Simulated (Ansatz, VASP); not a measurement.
# Bi: VASP beside Ansatz

Contents of INCAR:

```
PREC = Accurate
ENCUT = 520
EDIFF = 1E-6
ISMEAR = 0
SIGMA = 0.024
LREAL = F
LASPH = T
NELM = 60
ALGO = Normal
ISIF = 2
LWAVE = F
LCHARG = F
GGA = PE
NBANDS = 14
```

Contents of KPOINTS:

```
regular mesh
0
Gamma
  9 9 9
```

POSCAR

```
Bi
1.0
   -1.9814305318      1.9814305318      1.9814305318
    1.9814305318     -1.9814305318      1.9814305318
    1.9814305318      1.9814305318     -1.9814305318
Bi
1
Direct
    0.0000000000      0.0000000000      0.0000000000
```

File input.yaml:

```yaml
crystal:
  lattice:
    - [-1.9814305318, 1.9814305318, 1.9814305318]
    - [1.9814305318, -1.9814305318, 1.9814305318]
    - [1.9814305318, 1.9814305318, -1.9814305318]
  atoms:
    - { symbol: Bi, position: [0.0, 0.0, 0.0] }
kpoints:
  mp_grid: { grid: [9, 9, 9] }
scf:
  occupations: { method: gaussian, width: 0.024 }
hamiltonian:
  xc: pbe
  pseudopotentials: { kind: all_electron, lapw: { basis_error: 0.001 } }
output:
  forces: true
  stress: true
  eigenvalues: true
```

Alike in both runs: task single point; functional PBE; k mesh 9 × 9 × 9; occupations gaussian, width 0.024 eV; no spin polarisation.

|  | VASP | Ansatz |
| --- | --- | --- |
| version | VASP 6.6.1 | Ansatz 0.2.0 |
| potentials or method | VASP PAW PBE potentials, release 64 (Bi_d), cutoff 520 eV | all-electron LAPW, scalar-relativistic |

```tsv
	VASP	Ansatz	Ansatz less VASP
gap on the k mesh at the Fermi level (eV)	none	none	-
pressure (GPa)	0.8	0.9	+0.08
```

A gap of «none» marks a metal or a gap that the smearing closes. Ansatz ran all-electron here, and VASP with PAW potentials.

Neither program's run includes spin-orbit coupling.
